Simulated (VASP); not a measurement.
# Hf2Si3 (P-3m1) in VASP: relaxation of cell and atoms with PBE

Aim: the relaxation of cell and atoms of Hf2Si3 with PBE.

Everything below comes from runs of VASP 6.6.1. Logs are shortened: lines on timing, memory, paths and dates and some standing lists are left out, and cuts for length are marked.

### 1 The cell of the first run

It takes space group P-3m1 (No. 164, trigonal). The conventional cell has a = 3.732 Å, b = 3.732 Å, c = 7.605 Å, α = 90.00°, β = 90.00°, γ = 120.00°. Hf (site symmetry 3m) has 7 Si at 2.62 to 2.86 Å within 3.5 Å. Within 3.5 Å of Si (site symmetry -3m) lie 6 Hf at 2.62 Å. Si (site symmetry 3m) has 3 Si at 2.42 Å and 4 Hf at 2.78 to 2.86 Å within 3.2 Å.

The cell was generated, and may not be a known phase.

### 2 Relaxation of cell and atoms, PBE

INCAR reads:

```
  ALGO = Normal
  EDIFF = 1E-6
  EDIFFG = -0.01
  ENCUT = 600
  GGA = PE
  IBRION = 2
  ISIF = 3
  ISMEAR = 0
  LASPH = True
  LCHARG = False
  LREAL = False
  LWAVE = False
  NELM = 60
  NSW = 100
  PREC = Accurate
  SIGMA = 0.1
```

KPOINTS reads:

```
k-points
0
Gamma
  12 12 6
```

POSCAR reads:

```
Hf2Si3
1.0
    3.7317312919      0.0000000000      0.0000000000
   -1.8658656459      3.2317740989      0.0000000000
    0.0000000000      0.0000000000      7.6052229293
Hf Si
2 3
Direct
    0.3333333333      0.6666666667      0.8040205191
    0.6666666667      0.3333333333      0.1959794809
    0.0000000000      0.0000000000      0.0000000000
    0.3333333333      0.6666666667      0.4278117942
    0.6666666667      0.3333333333      0.5721882058
```

Potentials or basis: VASP PAW PBE potentials, release 64 (Hf_pv, Si).

The run is started by

```console
$ cat potpaw_PBE.64/Hf_pv/POTCAR potpaw_PBE.64/Si/POTCAR > POTCAR
$ mpirun -np 1 vasp_std > vasp.out
```

OUTCAR:

```text
EDIFF = 1E-6
   EDIFFG = -0.01
   ENCUT = 600
   GGA = PE
   IBRION = 2
   ISIF = 3
   ISMEAR = 0
   LASPH = True
   LREAL = False
   NELM = 60
   NSW = 100
   PREC = Accurate

 ion  position               nearest neighbor table
   1  0.333  0.667  0.804-   3 2.62   3 2.62   3 2.62   5 2.78   5 2.78   5 2.78   4 2.86   2 3.68
                             2 3.68   2 3.68
   2  0.667  0.333  0.196-   3 2.62   3 2.62   3 2.62   4 2.78   4 2.78   4 2.78   5 2.86   1 3.68
                             1 3.68   1 3.68
   3  0.000  0.000  0.000-   1 2.62   2 2.62   1 2.62   2 2.62   2 2.62   1 2.62
   4  0.333  0.667  0.428-   5 2.42   5 2.42   5 2.42   2 2.78   2 2.78   2 2.78   1 2.86
   5  0.667  0.333  0.572-   4 2.42   4 2.42   4 2.42   1 2.78   1 2.78   1 2.78   2 2.86

  LATTYP: Found a hexagonal cell.
 ALAT       =     3.7317312919
 C/A-ratio  =     2.0379878224

  Lattice vectors:

 A1 = (   3.7317312919,   0.0000000000,   0.0000000000)
 A2 = (  -1.8658656459,   3.2317740989,   0.0000000000)
 A3 = (   0.0000000000,   0.0000000000,   7.6052229293)

Analysis of symmetry for initial positions (statically):
=====================================================================
 Subroutine PRICEL returns:
 Original cell was already a primitive cell.

 Routine SETGRP: Setting up the symmetry group for a
 hexagonal supercell.

 Subroutine GETGRP returns: Found 12 space group operations
 (whereof 12 operations were pure point group operations)
 out of a pool of 24 trial point group operations.

The static configuration has the point symmetry D_3d.

Analysis of symmetry for dynamics (positions and initial velocities):
=====================================================================
 Subroutine PRICEL returns:
 Original cell was already a primitive cell.

 Routine SETGRP: Setting up the symmetry group for a
 hexagonal supercell.

 Subroutine GETGRP returns: Found 12 space group operations
 (whereof 12 operations were pure point group operations)
 out of a pool of 24 trial point group operations.

The dynamic configuration has the point symmetry D_3d.

 Subroutine INISYM returns: Found 12 space group operations
 (whereof 12 operations are pure point group operations),
 and found     1 'primitive' translations

----------------------------------------------------------------------------------------

                                     Primitive cell

  volume of cell :      91.7198

  direct lattice vectors                    reciprocal lattice vectors
     3.731731292  0.000000000  0.000000000     0.267972135  0.154713784  0.000000000
    -1.865865646  3.231774099  0.000000000     0.000000000  0.309427568  0.000000000
[... 100 lines left out ...]
   TEBEG  =    0.0;   TEEND  =   0.0 temperature during run
   PSTRESS=    0.0 pullay stress
   NELECT =      32.0000    total number of electrons
   NUPDOWN=      -1.0000    fix difference up-down
   EMIN   =  10.00;   EMAX   =-10.00  energy-range for DOS
   EFERMI =   0.00;   METHOD = LEGACY
   ISMEAR =     0;   SIGMA  =   0.10  broadening in eV -4-tet -1-fermi 0-gaus
   EFERMI_NEDOS =   21; number of points for ismear=-14 and -15
   IALGO  =     38    algorithm
   IMIX   =      4    mixing-type and parameters
     AMIX     =   0.40;   BMIX     =  1.00
     AMIX_MAG =   1.60;   BMIX_MAG =  1.00
  volume/ion in A,a.u.               =      18.34       123.79
  Fermi-wavevector in a.u.,A,eV,Ry     =   1.152490  2.177890 18.071701  1.328233
  Thomas-Fermi vector in A             =   2.289140
   LORBIT       =      0    0 simple, 1 ext, 2 COOP (PROOUT), +10 PAW based schemes
   GGA     = PE    functional components
   LHFCALC =     F    Hartree Fock is set to
   AEXX    =    0.0000 exact exchange contribution
   IVDW    =     0    specifies the selected vdW correction
   LEPSILON=     F    determine dielectric tensor
   LRPA    =     F    only Hartree local field effects (RPA)
 conjugate gradient relaxation of ions
 non-spin polarized calculation
 Gauss-broadening in eV      SIGMA  =   0.10
  energy-cutoff  :      600.00
  volume of cell :       91.72
 maximum number of plane-waves:      3114
 NGX is ok and might be reduce to    30
   NGX = 15   NGY = 15   NGZ = 31

--------------------------------------- Ionic step        1  -------------------------------------------

 number of electron      31.9999997 magnetization

 Free energy of the ion-electron system (eV)
  ---------------------------------------------------
  ext. energy  EPLUGINS =         0.00000000
  ---------------------------------------------------
  free energy    TOTEN  =       -38.72738452 eV

  energy without entropy =      -38.72415349  energy(sigma->0) =      -38.72576901

------------------------ aborting loop because EDIFF is reached ----------------------------------------

  FORCE on cell =-STRESS in cart. coord.  units (eV):
  Direction    XX          YY          ZZ          XY          YZ          ZX
  --------------------------------------------------------------------------------------
  -------------------------------------------------------------------------------------
  Total       -0.0386486     -0.0386486      0.1078131     -0.0000000      0.0000000     -0.0000000
  in kB       -0.6751204     -0.6751204      1.8832964     -0.0000000      0.0000000     -0.0000000
  external PRESSURE =       0.1776852 kB  Pullay stress =       0.0000000 kB
[... 104 lines left out ...]
--------------------------------------- Ionic step        4  -------------------------------------------

 number of electron      31.9999997 magnetization

 Free energy of the ion-electron system (eV)
  ---------------------------------------------------
  ext. energy  EPLUGINS =         0.00000000
  ---------------------------------------------------
  free energy    TOTEN  =       -38.72770978 eV

  energy without entropy =      -38.72448536  energy(sigma->0) =      -38.72609757

 E-fermi :   6.9178     XC(G=0): -10.9226

 val. band max:        6.9013594810   @ k =   0.4167   0.1667   0.0000
 cond. band min:       6.9320110405   @ k =   0.0833   0.0000   0.0000
 fundamental gap:      0.0306515595
 Fermi energy:         6.9178326372

 k-point     1 :       0.0000    0.0000    0.0000
  band No.  band energies     occupation
      1     -24.0302      2.00000
      2     -23.9188      2.00000
      3     -23.9086      2.00000
      4     -23.9086      2.00000
      5     -23.8940      2.00000
      6     -23.8940      2.00000
[... 541 lines left out ...]
     19       8.4915      0.00000
     20       9.2600      0.00000

 [... further k-points ...]
[... 5 lines left out ...]
  --------------------------------------------------------------------------------------
  -------------------------------------------------------------------------------------
  Total       -0.0043409     -0.0043409     -0.0209159     -0.0000000      0.0000000      0.0000000
  in kB       -0.0757995     -0.0757995     -0.3652304     -0.0000000      0.0000000      0.0000000
  external PRESSURE =      -0.1722765 kB  Pullay stress =       0.0000000 kB
[... 20 lines left out ...]
  FREE ENERGIE OF THE ION-ELECTRON SYSTEM (eV)
  ---------------------------------------------------
  free  energy   TOTEN  =       -38.7277097784 eV

  energy  without entropy=      -38.7244853554  energy(sigma->0) =      -38.72609757

 reached required accuracy - stopping structural energy minimisation
```

CONTCAR:

```text
Hf2Si3
   1.00000000000000
     3.7300299177024043   -0.0000000000000263   -0.0000000000000000
    -1.8650149588012479    3.2303006656235285    0.0000000000000000
     0.0000000000000000    0.0000000000000000    7.6148954317967448
  Hf              Si
     2     3
Direct
     0.3333333332999970    0.6666666667000030    0.8043472614110161
     0.6666666667000030    0.3333333332999970    0.1956527385889839
     0.0000000000000000    0.0000000000000000    0.0000000000000000
     0.3333333332999970    0.6666666667000030    0.4281866820484070
     0.6666666667000030    0.3333333332999970    0.5718133179515930

  0.00000000E+00  0.00000000E+00  0.00000000E+00
  0.00000000E+00  0.00000000E+00  0.00000000E+00
  0.00000000E+00  0.00000000E+00  0.00000000E+00
  0.00000000E+00  0.00000000E+00  0.00000000E+00
  0.00000000E+00  0.00000000E+00  0.00000000E+00
```

Run time: 11 min. Hardware: 1 thread of Intel Xeon 8259CL, shared host; peak memory 0.38 GiB.

Results:

```yaml
Free_energy: -38.7277 eV
Relaxed_volume: 18.35 Å³/atom
Relaxed_cell: a = 3.730 Å, b = 3.730 Å, c = 7.615 Å, α = 90.00°, β = 90.00°, γ = 120.00°
Space_group_after_relaxing_to_0.1_Å: P-3m1 (No. 164)
Energy_gained_by_relaxing: 0.1 meV/atom
Ionic_steps: 4
Pressure_after_relaxing: 0.0 GPa
Largest_force_after_relaxing: 0.010 eV/Å
Band_gap_on_the_k_mesh: zero (bands 16 and 17 overlap by 0.60 eV)
```

Forces on the atoms (eV/Å):
```
Hf   0.000  0.000 -0.007
Hf   0.000  0.000  0.007
Si   0.000  0.000  0.000
Si   0.000  0.000  0.010
Si   0.000  0.000 -0.010
```

Step by step:
```csv
step,energy change (eV),largest force (eV/Å),pressure (GPa),volume (Å³)
1,0.0000,0.0483,0.02,91.72
2,-0.0003,0.0168,-0.01,91.75
3,-0.0003,0.0112,-0.01,91.75
4,-0.0003,0.0098,-0.02,91.75
```

Final structure:
```yaml
crystal:
  lattice:
    - [3.73003, 0.00000, 0.00000]
    - [-1.86501, 3.23030, 0.00000]
    - [0.00000, 0.00000, 7.61490]
  atoms:
    - { symbol: Hf, position: [0.33333, 0.66667, 0.80435] }
    - { symbol: Hf, position: [0.66667, 0.33333, 0.19565] }
    - { symbol: Si, position: [0.00000, 0.00000, 0.00000] }
    - { symbol: Si, position: [0.33333, 0.66667, 0.42819] }
    - { symbol: Si, position: [0.66667, 0.33333, 0.57181] }
```

Levels at points of the mesh, in eV from the Fermi level:
| k point | band 12 | band 13 | band 14 | band 15 | band 16 | band 17 | band 18 | band 19 | band 20 |
| --- | --- | --- | --- | --- | --- | --- | --- | --- | --- |
| (0.00, 0.00, 0.00) | -1.84 | -1.84 | -1.74 | -1.74 | 0.32 | 0.32 | 0.74 | 1.48 | 1.48 |
| (0.50, 0.00, 0.00) | -3.32 | -3.13 | -2.63 | -1.91 | -1.15 | 0.67 | 1.26 | 1.80 | 2.77 |
| (0.00, 0.00, 0.50) | -2.35 | -0.87 | -0.35 | -0.35 | -0.28 | -0.28 | 0.66 | 0.66 | 1.78 |
| (0.50, 0.00, 0.50) | -3.14 | -3.07 | -2.19 | -2.10 | -1.77 | 0.07 | 2.07 | 2.44 | 2.88 |

Caveat: spin-orbit coupling is left out, which moves the levels of the heavy elements.

The gap in the log of VASP goes by the Fermi energy; the results here count the filled bands.